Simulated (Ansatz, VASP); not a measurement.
Pd in VASP and in Ansatz

Contents of INCAR:

```
SYSTEM = Pd
PREC     = Accurate       ! precision mode
ENCUT    = 520            ! plane-wave cutoff, eV
EDIFF    = 1E-7           ! SCF threshold, eV
ISMEAR   = -1             ! smearing method
SIGMA    = 0.05           ! smearing width, eV
LREAL    = .FALSE.        ! projectors in reciprocal space
LASPH    = .TRUE.         ! aspherical terms in the spheres
NELM     = 150            ! most SCF steps
ALGO     = Normal         ! electronic algorithm
ISIF     = 2              ! what is computed and relaxed
LWAVE    = .FALSE.        ! write WAVECAR
LCHARG   = .FALSE.        ! write CHGCAR
ISPIN    = 2              ! spin polarisation
MAGMOM   = -0.467 -0.467  ! initial moments
LORBIT   = 11             ! projections on sites
LMAXMIX  = 4              ! l up to which the mixer works
GGA      = PS             ! functional
NBANDS   = 21             ! bands
```

The input KPOINTS:

```
Automatic mesh
0
G
  11 11 11
  0 0 0
```

POSCAR

```
Pd
1.0
    0.0000000000      2.8435931986      2.8435931986
    2.8435931986      0.0000000000      2.8435931986
    2.8435931986      2.8435931986      0.0000000000
Pd
2
Direct
    0.1250000000      0.1250000000      0.1250000000
    0.8750000000      0.8750000000      0.8750000000
```

Input for Ansatz:

```yaml
crystal:
  lattice:
    - [0.0, 2.8435931986, 2.8435931986]
    - [2.8435931986, 0.0, 2.8435931986]
    - [2.8435931986, 2.8435931986, 0.0]
  atoms:
    - { symbol: Pd, position: [0.125, 0.125, 0.125], spin: -0.467 }
    - { symbol: Pd, position: [0.875, 0.875, 0.875], spin: -0.467 }
hamiltonian:
  xc: pbesol
  pseudopotentials:
    kind: paw
    azcp:
      Pd: "pseudopotentials/Pd.paw.azcp"
basis:
  ecutwfc: 420
  fft_grid_basis: typed
kpoints:
  mp_grid: { grid: [11, 11, 11], shift: [0, 0, 0] }
magnetization:
  spin_polarized: true
scf:
  occupations: { method: fermi_dirac, width: 0.05 }
  lower_state_search: "off"
output:
  stress: true
```

Alike in both runs: task single point; functional PBEsol; k mesh 11 × 11 × 11; occupations fermi-dirac, width 0.05 eV; collinear spin.

|  | VASP | Ansatz |
| --- | --- | --- |
| version | VASP 6.6.1 | Ansatz 0.2.0 |
| potentials or method | VASP PAW PBE potentials, release 64 (Pd), cutoff 520 eV | plane waves (420 eV) with PAW, scalar-relativistic |
| valence electrons in the cell | 20 | 36 |

```tsv
	VASP	Ansatz	Ansatz less VASP
pressure (GPa)	-0.5	-0.1	+0.43
net moment per atom (μB)	0.50	0.50	0.000
size of the moment on the site where the two differ most (μB)	0.48	0.48	-0.006
```

VASP's potentials were made for PBE, not for PBEsol, and Ansatz warns of the same on its side. Site moments also hang on the region over which each program counts them. The functional is the same, so the differences come from potentials, cutoffs and numerics. VASP's potentials hold 20 valence electrons a cell and Ansatz's 36, so a difference there can come from the potentials and not from the codes.
